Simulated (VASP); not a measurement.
TiC:

```
CELL_PARAMETERS angstrom
0.00000 2.16572 2.16572
2.16572 0.00000 2.16572
2.16572 2.16572 0.00000
ATOMIC_POSITIONS crystal
Ti 0.00000 0.00000 0.00000
C 0.50000 0.50000 0.50000
```

Base run:

| Item | Value |
| --- | --- |
| Program | VASP 6.6.1 |
| Functional | PBEsol |
| Potentials or basis | VASP PAW PBE potentials, release 64 (Ti_sv, C_h) |
| Cutoff | 910 eV |
| k mesh | 11 × 11 × 11 |
| Occupations | fermi-dirac, width 0.05 eV |
| Spin | no spin polarisation |
| Hubbard terms | Ti d U = 1.0 eV |

Its results: band gap on the k mesh zero (band 8 reaches 10.51 eV, above the bottom of band 9 at 9.34 eV); pressure -3.8 GPa.

**Question.** The run is repeated on the same cell with these changes: hubbard terms from Ti d U = 1.0 eV to Ti d U = 5.0 eV. What comes out?

**Answer.** Band gap on the k mesh zero (band 8 reaches 11.42 eV, above the bottom of band 9 at 9.78 eV); pressure 8.0 GPa.

Caveats: the cutoff is under 1.25 times the usual one of these potentials, so pressure, stress and relaxed cells hold a basis-set (Pulay) error; the PAW data sets were made with another functional, which shifts forces and pressure a little; U without spin polarisation on a metal has little footing; the U is typed as a test and isn't derived for this compound.
